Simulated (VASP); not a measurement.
# CrSn (P4/mmm) in VASP: notebook

The runs below take CrSn through single point, relaxation of cell and atoms, with PBE.

Everything below comes from runs of VASP 6.6.1. Logs are shortened: lines on timing, memory, paths and dates and some standing lists are left out, and cuts for length are marked.

## 1. The cell of the first run

It takes space group P4/mmm (No. 123, tetragonal). Conventional cell: a = 3.065 Å, b = 3.065 Å, c = 3.843 Å, α = 90.00°, β = 90.00°, γ = 90.00°. Within 3.8 Å of Cr (site symmetry 4/mmm) lie 8 Sn at 2.90 Å and 4 Cr at 3.07 Å. Within 3.8 Å of Sn (site symmetry 4/mmm) lie 8 Cr at 2.90 Å and 4 Sn at 3.07 Å.

## 2. Single point, PBE, collinear spin, ferrimagnetic start

INCAR

```
SYSTEM = CrSn
  PREC = Accurate
  ENCUT = 520
  EDIFF = 1E-7
  ISMEAR = 0
  SIGMA = 0.1
  LREAL = .FALSE.
  LASPH = .TRUE.
  NELM = 150
  ALGO = Normal
  ISIF = 2
  LWAVE = .FALSE.
  LCHARG = .FALSE.
  ISPIN = 2
  MAGMOM = 3.31 -0.12
  LORBIT = 11
  LMAXMIX = 4
  GGA = PE
  NBANDS = 24
```

KPOINTS

```
regular mesh
0
G
  6 6 4
  0 0 0
```

POSCAR

```
CrSn
1.0
    3.0653730822      0.0000000000      0.0000000000
    0.0000000000      3.0653730822      0.0000000000
    0.0000000000      0.0000000000      3.8425762838
Cr Sn
1 1
Direct
    0.5000000000      0.5000000000      0.5000000000
    0.0000000000      0.0000000000      0.0000000000
```

Potentials or basis: VASP PAW PBE potentials, release 64 (Cr_pv, Sn_d).

Launch:

```sh
cat potpaw_PBE.64/Cr_pv/POTCAR potpaw_PBE.64/Sn_d/POTCAR > POTCAR
mpirun -np 1 vasp_std > vasp.out
```

OUTCAR:

```text
SYSTEM = CrSn
   PREC = Accurate
   ENCUT = 520
   EDIFF = 1E-7
   ISMEAR = 0
   LREAL = .FALSE.
   LASPH = .TRUE.
   NELM = 150
   ISIF = 2
   ISPIN = 2
   LORBIT = 11
   GGA = PE

 ion  position               nearest neighbor table
   1  0.500  0.500  0.500-   2 2.90   2 2.90   2 2.90   2 2.90   2 2.90   2 2.90   2 2.90   2 2.90

   2  0.000  0.000  0.000-   1 2.90   1 2.90   1 2.90   1 2.90   1 2.90   1 2.90   1 2.90   1 2.90

  LATTYP: Found a simple tetragonal cell.
 ALAT       =     3.0653730822
 C/A-ratio  =     1.2535427763

  Lattice vectors:

 A1 = (   3.0653730822,   0.0000000000,   0.0000000000)
 A2 = (   0.0000000000,   3.0653730822,   0.0000000000)
 A3 = (   0.0000000000,   0.0000000000,   3.8425762838)

Analysis of symmetry for initial positions (statically):
=====================================================================
 Subroutine PRICEL returns:
 Original cell was already a primitive cell.

 Routine SETGRP: Setting up the symmetry group for a
 simple tetragonal supercell.

 Subroutine GETGRP returns: Found 16 space group operations
 (whereof 16 operations were pure point group operations)
 out of a pool of 16 trial point group operations.

The static configuration has the point symmetry D_4h.

Analysis of symmetry for dynamics (positions and initial velocities):
=====================================================================
 Subroutine PRICEL returns:
 Original cell was already a primitive cell.

 Routine SETGRP: Setting up the symmetry group for a
 simple tetragonal supercell.

 Subroutine GETGRP returns: Found 16 space group operations
 (whereof 16 operations were pure point group operations)
 out of a pool of 16 trial point group operations.

The dynamic configuration has the point symmetry D_4h.

Analysis of structural, dynamic, and magnetic symmetry:
=====================================================================
 Subroutine PRICEL returns:
 Original cell was already a primitive cell.

 Routine SETGRP: Setting up the symmetry group for a
 simple tetragonal supercell.

 Subroutine GETGRP returns: Found 16 space group operations
 (whereof 16 operations were pure point group operations)
 out of a pool of 16 trial point group operations.

The overall configuration has the point symmetry D_4h.

 Subroutine INISYM returns: Found 16 space group operations
 (whereof 16 operations are pure point group operations),
 and found     1 'primitive' translations

----------------------------------------------------------------------------------------

                                     Primitive cell

  volume of cell :      36.1068

  direct lattice vectors                    reciprocal lattice vectors
     3.065373082  0.000000000  0.000000000     0.326224565  0.000000000  0.000000000
     0.000000000  3.065373082  0.000000000     0.000000000  0.326224565  0.000000000
     0.000000000  0.000000000  3.842576284     0.000000000  0.000000000  0.260242068

  length of vectors
     3.065373082  3.065373082  3.842576284     0.326224565  0.326224565  0.260242068

  position of ions in fractional coordinates (direct lattice)
     0.500000000  0.500000000  0.500000000
     0.000000000  0.000000000  0.000000000

  ion indices of the primitive-cell ions
   primitive index   ion index
                 1           1
                 2           2

----------------------------------------------------------------------------------------

 KPOINTS: regular mesh

Automatic generation of k-mesh.
 Grid dimensions read from file:
 generate k-points for:    6    6    4

 Generating k-lattice:

  Cartesian coordinates                     Fractional coordinates (reciprocal lattice)
     0.054370761  0.000000000  0.000000000     0.166666667  0.000000000  0.000000000
     0.000000000  0.054370761  0.000000000     0.000000000  0.166666667  0.000000000
     0.000000000  0.000000000  0.065060517     0.000000000  0.000000000  0.250000000

  Length of vectors
     0.054370761  0.054370761  0.065060517

  Shift w.r.t. Gamma in fractional coordinates (k-lattice)
     0.000000000  0.000000000  0.000000000

 Subroutine IBZKPT returns following result:
 ===========================================

 Found     30 irreducible k-points:

 Following reciprocal coordinates:
            Coordinates               Weight
  0.000000  0.000000  0.000000      1.000000
  0.166667  0.000000  0.000000      4.000000
  0.333333  0.000000  0.000000      4.000000
  0.500000  0.000000  0.000000      2.000000
  0.166667  0.166667  0.000000      4.000000
  0.333333  0.166667  0.000000      8.000000
[... 16 lines left out ...]
  0.333333  0.000000  0.500000      4.000000
  0.500000  0.000000  0.500000      2.000000
 [... further k-points ...]
   k-points           NKPTS =     30   k-points in BZ     NKDIM =     30   number of bands    NBANDS=     24
   number of dos      NEDOS =    301   number of ions     NIONS =      2
   total plane-waves  NPLWV =  17280
[... 81 lines left out ...]
[... 16 lines left out ...]
     23      25.8718      0.00000
     24      25.8736      0.00000

 k-point     2 :       0.1667    0.0000    0.0000
  band No.  band energies     occupation
      1     -33.7999      1.00000
      2     -33.6291      1.00000
      3     -33.6087      1.00000
      4     -11.6762      1.00000
      5     -11.4574      1.00000
      6     -11.3914      1.00000
[... 16 lines left out ...]
     23      23.5186      0.00000
     24      25.1697      0.00000

 k-point     3 :       0.3333    0.0000    0.0000
  band No.  band energies     occupation
      1     -33.7965      1.00000
      2     -33.6665      1.00000
      3     -33.6057      1.00000
      4     -11.6050      1.00000
      5     -11.4445      1.00000
      6     -11.4438      1.00000
[... 16 lines left out ...]
     23      23.9300      0.00000
     24      24.0015      0.00000
[... 514 lines left out ...]
 k-point    23 :       0.3333    0.0000    0.5000
  band No.  band energies     occupation
      1     -33.8020      1.00000
      2     -33.6656      1.00000
      3     -33.6053      1.00000
      4     -11.5980      1.00000
      5     -11.4688      1.00000
      6     -11.4471      1.00000
[... 16 lines left out ...]
     23      24.9215      0.00000
     24      25.4617      0.00000

 k-point    24 :       0.5000    0.0000    0.5000
  band No.  band energies     occupation
      1     -33.7999      1.00000
      2     -33.6840      1.00000
      3     -33.6037      1.00000
      4     -11.5750      1.00000
      5     -11.5055      1.00000
      6     -11.4747      1.00000
[... 16 lines left out ...]
     23      24.3092      0.00000
     24      24.8902      0.00000

 [... further k-points ...]

 spin component 2

 k-point     1 :       0.0000    0.0000    0.0000
  band No.  band energies     occupation
      1     -31.0194      1.00000
      2     -31.0194      1.00000
      3     -31.0110      1.00000
      4     -11.7674      1.00000
      5     -11.5314      1.00000
      6     -11.3797      1.00000
[... 16 lines left out ...]
     23      26.3329      0.00000
     24      26.3331      0.00000

 k-point     2 :       0.1667    0.0000    0.0000
  band No.  band energies     occupation
      1     -31.0407      1.00000
      2     -31.0177      1.00000
      3     -31.0090      1.00000
      4     -11.7123      1.00000
      5     -11.4968      1.00000
      6     -11.4067      1.00000
[... 16 lines left out ...]
     23      23.9094      0.00000
     24      25.5204      0.00000

 k-point     3 :       0.3333    0.0000    0.0000
  band No.  band energies     occupation
      1     -31.0832      1.00000
      2     -31.0143      1.00000
      3     -31.0050      1.00000
      4     -11.6415      1.00000
      5     -11.4628      1.00000
      6     -11.4601      1.00000
[... 16 lines left out ...]
     23      24.2850      0.00000
     24      24.3970      0.00000
[... 514 lines left out ...]
 k-point    23 :       0.3333    0.0000    0.5000
  band No.  band energies     occupation
      1     -31.0821      1.00000
      2     -31.0138      1.00000
      3     -31.0116      1.00000
      4     -11.6340      1.00000
      5     -11.4869      1.00000
      6     -11.4625      1.00000
[... 16 lines left out ...]
     23      25.2519      0.00000
     24      25.5090      0.00000

 k-point    24 :       0.5000    0.0000    0.5000
  band No.  band energies     occupation
      1     -31.1029      1.00000
      2     -31.0120      1.00000
      3     -31.0091      1.00000
      4     -11.6113      1.00000
      5     -11.5232      1.00000
      6     -11.4902      1.00000
[... 16 lines left out ...]
     23      25.2380      0.00000
     24      25.3049      0.00000

 [... further k-points ...]
[... 5 lines left out ...]
  --------------------------------------------------------------------------------------
  -------------------------------------------------------------------------------------
  Total       -0.0015567     -0.0015567      0.0156076      0.0000000      0.0000000     -0.0000000
  in kB       -0.0690774     -0.0690774      0.6925585      0.0000000      0.0000000     -0.0000000
  external PRESSURE =       0.1848012 kB  Pullay stress =       0.0000000 kB

 VOLUME and BASIS-vectors are now :
 -----------------------------------------------------------------------------
  energy-cutoff  :      520.00
  volume of cell :       36.11
      direct lattice vectors                 reciprocal lattice vectors
     3.065373082  0.000000000  0.000000000     0.326224565  0.000000000  0.000000000
     0.000000000  3.065373082  0.000000000     0.000000000  0.326224565  0.000000000
     0.000000000  0.000000000  3.842576284     0.000000000  0.000000000  0.260242068

 POSITION                                       TOTAL-FORCE (eV/Angst)
 -----------------------------------------------------------------------------------
      1.53269      1.53269      1.92129         0.000000      0.000000      0.000000
      0.00000      0.00000      0.00000         0.000000      0.000000      0.000000
 -----------------------------------------------------------------------------------
    total drift:                                0.000000      0.000000     -0.000000

  FREE ENERGIE OF THE ION-ELECTRON SYSTEM (eV)
  ---------------------------------------------------
  free  energy   TOTEN  =       -12.5320630708 eV

  energy  without entropy=      -12.5244415560  energy(sigma->0) =      -12.52825231

 total charge

# of ion       s       p       d       tot
------------------------------------------
    1        0.254   6.182   4.209  10.645
    2        1.126   1.234  10.041  12.400
--------------------------------------------------
tot          1.380   7.415  14.250  23.045

 magnetization (x)

# of ion       s       p       d       tot
------------------------------------------
    1        0.027   0.027   2.620   2.674
    2       -0.035  -0.102   0.023  -0.113
--------------------------------------------------
tot         -0.007  -0.075   2.643   2.561
```

It took 24 s on 1 thread of AMD EPYC 9R45 (Zen 5), shared host; peak memory 0.15 GiB.

Results:

```yaml
Free_energy: -12.5321 eV
Pressure: 0.0 GPa
Net_moment: 2.76 μB per cell
Site_moments: Cr +2.67; Sn -0.11 μB
Valence_electrons_inside_the_program's_atomic_spheres: Cr 10.64; Sn 12.40
```

Stress tensor (GPa, compression positive):
```
-0.01  0.00  0.00
 0.00 -0.01  0.00
 0.00  0.00  0.07
```

Caveat: the k points lie up to 0.41 Å⁻¹ apart; spin-orbit coupling is left out, which moves the levels of the heavy elements.

## 3. Single point, PBE, collinear spin, ferromagnetic start

This run uses another cell than the first one, of 19.59 Å³/atom, 1.085 times its volume.

INCAR

```
  PREC = Accurate
  ENCUT = 520
  EDIFF = 1E-6
  ISMEAR = 0
  SIGMA = 0.1
  LREAL = F
  LASPH = T
  NELM = 150
  ALGO = Normal
  ISIF = 2
  LWAVE = F
  LCHARG = F
  ISPIN = 2
  MAGMOM = 3 0
  LORBIT = 11
  LMAXMIX = 4
  GGA = PE
  NBANDS = 24
```

KPOINTS

```
regular mesh
0
Gamma
  6 6 4
```

POSCAR

```
CrSn
1.0
    3.1037383281      0.0000000000      0.0000000000
    0.0000000000      3.1037383281      0.0000000000
    0.0000000000      0.0000000000      4.0681141657
Cr Sn
1 1
Direct
    0.5000000000      0.5000000000      0.5000000000
    0.0000000000      0.0000000000      0.0000000000
```

Potentials or basis: VASP PAW PBE potentials, release 64 (Cr_pv, Sn_d).

Launch:

```sh
cat potpaw_PBE.64/Cr_pv/POTCAR potpaw_PBE.64/Sn_d/POTCAR > POTCAR
mpirun -np 1 vasp_std > vasp.out
```

It took 23 s on 1 thread of AMD EPYC 9R45 (Zen 5), shared host; peak memory 0.15 GiB.

It converged, with:

| Item | Value |
| --- | --- |
| Free energy | -12.4719 eV |
| Pressure | -4.5 GPa |
| Net moment | 3.06 μB per cell |
| Site moments | Cr +2.97; Sn -0.13 μB |
| Valence electrons inside the program's atomic spheres | Cr 10.55; Sn 12.32 |

Stress tensor (GPa, compression positive):
```
-3.64  0.00  0.00
 0.00 -3.64  0.00
 0.00  0.00 -6.10
```

Levels at points of the mesh, in eV from the Fermi level:
Spin up:
| k point | band 11 | band 12 | band 13 | band 14 | band 15 | band 16 | band 17 | band 18 | band 19 | band 20 |
| --- | --- | --- | --- | --- | --- | --- | --- | --- | --- | --- |
| (0.00, 0.00, 0.00) | -2.14 | -1.64 | -0.89 | -0.89 | -0.63 | 2.94 | 4.32 | 4.32 | 6.20 | 9.01 |
| (0.50, 0.00, 0.00) | -2.89 | -2.06 | -1.39 | -0.84 | 0.35 | 4.27 | 4.29 | 4.66 | 6.19 | 6.57 |
| (0.50, 0.50, 0.00) | -2.98 | -2.04 | -1.75 | -1.75 | -0.02 | 0.24 | 2.72 | 4.11 | 6.20 | 7.03 |
| (0.00, 0.00, 0.50) | -2.11 | -1.45 | -1.30 | -1.30 | -0.64 | 6.20 | 6.59 | 6.59 | 8.63 | 9.50 |
| (0.50, 0.00, 0.50) | -3.19 | -2.51 | -1.23 | -1.04 | -0.90 | 0.04 | 1.55 | 6.20 | 8.13 | 10.88 |
| (0.50, 0.50, 0.50) | -3.64 | -3.22 | -0.94 | 0.24 | 1.59 | 1.59 | 2.00 | 2.18 | 2.18 | 3.77 |
Spin down:
```
           k point  band 8  band 9  band 10  band 11  band 12  band 13  band 14  band 15  band 16  band 17
(0.00, 0.00, 0.00)  -21.53  -11.10    -1.44    -0.92    -0.33     1.79     1.79     2.54     4.46     4.46
(0.50, 0.00, 0.00)  -21.48   -7.82    -5.76    -1.44     0.06     1.38     1.88     2.82     4.67     5.38
(0.50, 0.50, 0.00)  -21.42   -5.08    -2.92    -2.92    -0.15     0.57     0.57     2.21     2.53     3.91
(0.00, 0.00, 0.50)  -21.54  -10.01    -6.07    -0.26     1.01     1.01     1.21     2.52     7.03     7.03
(0.50, 0.00, 0.50)  -21.46   -7.31    -4.54    -2.99    -1.11     1.69     1.71     1.77     2.50     3.46
(0.50, 0.50, 0.50)  -21.42   -3.40    -3.21    -3.21    -2.32     1.88     2.53     2.55     2.85     2.85
```

Caveat: the k points lie up to 0.39 Å⁻¹ apart; spin-orbit coupling is left out, which moves the levels of the heavy elements.

## 4. Relaxation of cell and atoms, PBE, collinear spin, ferrimagnetic start

This run uses another cell than the first one, of 19.59 Å³/atom, 1.085 times its volume.

INCAR

```
PREC = Accurate
ENCUT = 600
EDIFF = 1E-6
ISMEAR = 0
SIGMA = 0.1
LREAL = False
LASPH = True
NELM = 150
ALGO = Normal
ISIF = 3
LWAVE = False
LCHARG = False
ISPIN = 2
MAGMOM = 3.31 -0.12
LORBIT = 11
LMAXMIX = 4
GGA = PE
IBRION = 2
NSW = 90
EDIFFG = -0.04
```

KPOINTS is that of step 3.

POSCAR is that of step 3.

Launch:

```sh
cat potpaw_PBE.64/Cr_pv/POTCAR potpaw_PBE.64/Sn_d/POTCAR > POTCAR
mpirun -np 1 vasp_std > vasp.out
```

It took 1.7 min on 1 thread of AMD EPYC 9R45 (Zen 5), shared host; peak memory 0.2 GiB.

Results (log left out):

```yaml
Free_energy: -12.5331 eV
Relaxed_volume: 18.07 Å³/atom
Relaxed_cell: a = 3.063 Å, b = 3.063 Å, c = 3.852 Å, α = 90.00°, β = 90.00°, γ = 90.00°
Space_group_after_relaxing_to_0.05_Å: P4/mmm (No. 123)
Energy_gained_by_relaxing: 30.5 meV/atom
Ionic_steps: 5
Pressure_after_relaxing: 0.1 GPa
Net_moment: 2.77 μB per cell
Site_moments: Cr +2.69; Sn -0.11 μB
Valence_electrons_inside_the_program's_atomic_spheres: Cr 10.64; Sn 12.40
```

Stress tensor (GPa, compression positive):
```
 0.11  0.00  0.00
 0.00  0.11  0.00
 0.00  0.00 -0.07
```

Step by step:
```csv
step,energy change (eV),largest force (eV/Å),pressure (GPa),volume (Å³)
1,0.0000,0.0000,-4.38,39.19
2,-0.0553,0.0000,0.21,36.23
3,-0.0553,0.0000,0.40,36.18
4,-0.0602,0.0000,0.18,36.16
5,-0.0611,0.0000,0.05,36.15
```

Final structure:
```
Cr Sn
1.0
     3.06311    0.00000    0.00000
     0.00000    3.06311    0.00000
     0.00000    0.00000    3.85247
Cr Sn
1 1
Direct
  0.50000 0.50000 0.50000
  0.00000 0.00000 0.00000
```

Levels at points of the mesh, in eV from the Fermi level:
Spin up:
```csv
k point,band 10,band 11,band 12,band 13,band 14,band 15,band 16,band 17,band 18,band 19
"(0.00, 0.00, 0.00)",-2.65,-2.06,-1.18,-0.74,-0.74,-0.47,4.13,4.29,4.29,6.42
"(0.50, 0.00, 0.00)",-6.53,-2.84,-2.03,-1.36,-0.70,0.66,5.04,5.22,5.49,6.42
"(0.50, 0.50, 0.00)",-3.24,-3.24,-2.12,-1.63,-1.63,0.54,0.55,3.00,4.72,6.43
"(0.00, 0.00, 0.50)",-6.78,-2.02,-1.30,-1.30,-1.19,-0.49,6.42,7.10,7.10,8.82
"(0.50, 0.00, 0.50)",-4.81,-3.39,-2.43,-1.13,-0.80,-0.77,0.53,1.95,6.43,8.48
"(0.50, 0.50, 0.50)",-4.19,-3.89,-2.98,-0.69,0.55,2.05,2.13,2.13,2.38,2.38
```
Spin down:
| k point | band 8 | band 9 | band 10 | band 11 | band 12 | band 13 | band 14 | band 15 | band 16 | band 17 |
| --- | --- | --- | --- | --- | --- | --- | --- | --- | --- | --- |
| (0.00, 0.00, 0.00) | -21.55 | -11.52 | -0.96 | -0.95 | -0.61 | 1.70 | 1.70 | 2.51 | 4.48 | 4.48 |
| (0.50, 0.00, 0.00) | -21.49 | -8.06 | -6.14 | -1.44 | -0.17 | 1.20 | 1.76 | 2.77 | 5.51 | 6.11 |
| (0.50, 0.50, 0.00) | -21.41 | -5.33 | -3.16 | -3.16 | -0.40 | 0.49 | 0.49 | 2.44 | 2.67 | 4.59 |
| (0.00, 0.00, 0.50) | -21.55 | -10.15 | -6.33 | -0.53 | 0.77 | 0.77 | 1.27 | 2.49 | 7.58 | 7.58 |
| (0.50, 0.00, 0.50) | -21.46 | -7.41 | -4.68 | -3.18 | -1.23 | 1.61 | 1.64 | 1.75 | 2.75 | 3.55 |
| (0.50, 0.50, 0.50) | -21.41 | -3.51 | -3.51 | -3.12 | -2.67 | 1.90 | 2.45 | 2.61 | 2.97 | 2.97 |

Caveat: the k points lie up to 0.41 Å⁻¹ apart in the final cell; spin-orbit coupling is left out, which moves the levels of the heavy elements.

## 5. The runs side by side

| task | spin | cell | cutoff (eV) | gap on the mesh (eV) | pressure (GPa) | moment (μB) |
| --- | --- | --- | --- | --- | --- | --- |
| single point | collinear, ferrimagnetic start | a = 3.065, b = 3.065, c = 3.843 Å, 2 atoms | 520 | none | 0.0 | 2.76 |
| single point | collinear, ferromagnetic start | a = 3.104, b = 3.104, c = 4.068 Å, 2 atoms | 520 | none | -4.5 | 3.06 |
| relaxation of cell and atoms | collinear, ferrimagnetic start | relaxed from a = 3.104, b = 3.104, c = 4.068 Å, 2 atoms | 600 | none | 0.1 | 2.77 |

Alike in all rows: level PBE; potentials or basis VASP PAW PBE potentials, release 64 (Cr_pv, Sn_d); k mesh 6 × 6 × 4; smearing gaussian 0.1 eV.

Caveats: all runs use coarse meshes; spin-orbit coupling is left out, which moves the levels of the heavy elements.

Absolute energies hang on the potentials; compare differences alone.
